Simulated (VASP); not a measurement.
**Hf7Cl: single point with PBE**

Crystal: Hf7Cl.

```xyz
8
Lattice="3.2161 0.0000 0.0000 -1.6080 2.7852 0.0000 0.0000 0.0000 19.3039" Properties=species:S:1:pos:R:3 pbc="T T T"
Hf    0.0000    1.8568   17.2070
Hf    0.0000    1.8568    2.0969
Hf    0.0000    1.8568   12.1715
Hf    0.0000    0.0000    9.6520
Hf    0.0000    0.0000    4.5660
Hf    0.0000    1.8568    7.1324
Hf    0.0000    0.0000   14.7379
Cl    0.0000    0.0000    0.0000
```

```json
{
  "Program": "VASP 6.6.1",
  "Task": "single point",
  "Functional": "PBE",
  "Potentials or basis": "VASP PAW PBE potentials, release 64 (Hf_pv, Cl)",
  "Cutoff": "520 eV",
  "k mesh": "6 × 6 × 1",
  "Occupations": "gaussian, width 0.2 eV",
  "Spin": "no spin polarisation",
  "Dipole correction": "no",
  "Further INCAR settings": "ALGO = Normal; EDIFF = 1e-06; NBANDS = 48"
}
```

```
Pressure      : -0.8 GPa
Largest force : 0.058 eV/Å
```

Forces on the atoms (eV/Å):
```
Hf   0.000  0.000 -0.058
Hf   0.000  0.000  0.058
Hf   0.000  0.000  0.031
Hf   0.000  0.000  0.000
Hf   0.000  0.000 -0.019
Hf   0.000  0.000 -0.031
Hf   0.000  0.000  0.019
Cl   0.000  0.000  0.000
```

Stress tensor (GPa, compression positive):
```
-1.01  0.00  0.00
 0.00 -1.01  0.00
 0.00  0.00 -0.31
```

Levels at points of the mesh, in eV from the Fermi level:
| k point | band 35 | band 36 | band 37 | band 38 | band 39 | band 40 | band 41 | band 42 |
| --- | --- | --- | --- | --- | --- | --- | --- | --- |
| (0.00, 0.00, 0.00) | 0.38 | 0.45 | 0.75 | 0.75 | 0.95 | 0.95 | 1.01 | 1.01 |
| (0.50, 0.00, 0.00) | -1.19 | -1.14 | -1.05 | -0.87 | 0.67 | 0.67 | 0.83 | 1.10 |

Run time: 3.5 min on 1 thread of Intel(R) Xeon(R) Platinum 8488C (Sapphire Rapids), on a shared host, peak memory 0.28 GiB.

Caveat: the k points lie up to 0.38 Å⁻¹ apart; spin-orbit coupling is left out, which moves the levels of the heavy elements; an odd number of electrons without spin polarisation forces a metal; a magnetic or distorted state may lie lower.
